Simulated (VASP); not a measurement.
**Cd: density of states with PBEsol**

Crystal: Cd.

```
Cd
1.0
     2.97887    0.00000    0.00000
    -1.48944    2.57978    0.00000
     0.00000    0.00000    5.61765
Cd
2
Cartesian
  0.0000 1.7199 1.4044
  1.4894 0.8599 4.2132
```

```
Program                 : VASP 6.6.1
Task                    : density of states
Functional              : PBEsol
Potentials or basis     : VASP PAW PBE potentials, release 64 (Cd)
Cutoff                  : 520 eV
k mesh                  : 14 × 14 × 7
Occupations             : fermi-dirac, width 0.05 eV
Spin                    : no spin polarisation
Dipole correction       : no
k mesh for the DOS      : 21 × 21 × 11
Occupations for the DOS : tetrahedron
Further INCAR settings  : ALGO = Normal; EDIFF = 1e-06; NBANDS = 19
```

- Valence electrons inside the program's atomic spheres: Cd 10.31

Levels at points of the mesh, in eV from the Fermi level:
| k point | band 9 | band 10 | band 11 | band 12 | band 13 | band 14 | band 15 | band 16 |
| --- | --- | --- | --- | --- | --- | --- | --- | --- |
| (0.00, 0.00, 0.00) | -8.65 | -8.40 | -8.40 | -3.06 | -3.03 | 10.55 | 14.46 | 14.85 |

It took 3.3 min on 1 thread of AMD EPYC 7R43 64-Core Processor (Zen 3), on a shared host, peak memory 0.26 GiB.
